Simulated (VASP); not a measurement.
Here is a VASP 6.6.1 calculation.

The input INCAR:

```
SYSTEM = GaAs
PREC     = Accurate       ! precision mode
ENCUT    = 600            ! plane-wave cutoff, eV
EDIFF    = 1E-7           ! SCF threshold, eV
ISMEAR   = 0              ! smearing method
SIGMA    = 0.01           ! smearing width, eV
LREAL    = .False.        ! projectors in reciprocal space
LASPH    = .True.         ! aspherical terms in the spheres
NELM     = 80             ! most SCF steps
ALGO     = Normal         ! electronic algorithm
ISIF     = 3              ! what is computed and relaxed
LWAVE    = .False.        ! write WAVECAR
LCHARG   = .False.        ! write CHGCAR
GGA      = PE             ! functional
IVDW     = 13             ! dispersion correction
IBRION   = 2              ! ionic algorithm
NSW      = 80             ! ionic steps
EDIFFG   = -0.01          ! ionic threshold
```

File KPOINTS:

```
Automatic mesh
0
Gamma
  8 8 8
  0 0 0
```

Contents of POSCAR:

```
GaAs
1.0
    0.0000000000      2.8268500000      2.8268500000
    2.8268500000      0.0000000000      2.8268500000
    2.8268500000      2.8268500000      0.0000000000
Ga As
1 1
Direct
    0.0000000000      0.0000000000      0.0000000000
    0.2500000000      0.2500000000      0.2500000000
```

Potentials or basis: VASP PAW PBE potentials, release 64 (Ga_d, As).

Run with:

```sh
$ cat potpaw_PBE.64/Ga_d/POTCAR potpaw_PBE.64/As/POTCAR > POTCAR
$ mpirun -np 1 vasp_std > vasp.out
```

Predict the band gap on the k mesh.

0.47 eV, direct.

Predict the relaxed cell.

a = 4.006 Å, b = 4.006 Å, c = 4.006 Å, α = 60.00°, β = 60.00°, γ = 60.00°.

What does it give for the relaxed volume?

22.73 Å³/atom.

Estimate the dispersion energy per atom.

-0.417 eV.

Final structure:
```
CELL_PARAMETERS angstrom
0.00000 2.83259 2.83259
2.83259 0.00000 2.83259
2.83259 2.83259 0.00000
ATOMIC_POSITIONS crystal
Ga 0.00000 0.00000 0.00000
As 0.25000 0.25000 0.25000
```

Expect the measured gap to be larger: semilocal functionals such as PBE lack the derivative discontinuity. Zero-point motion and thermal expansion aren't in these numbers.
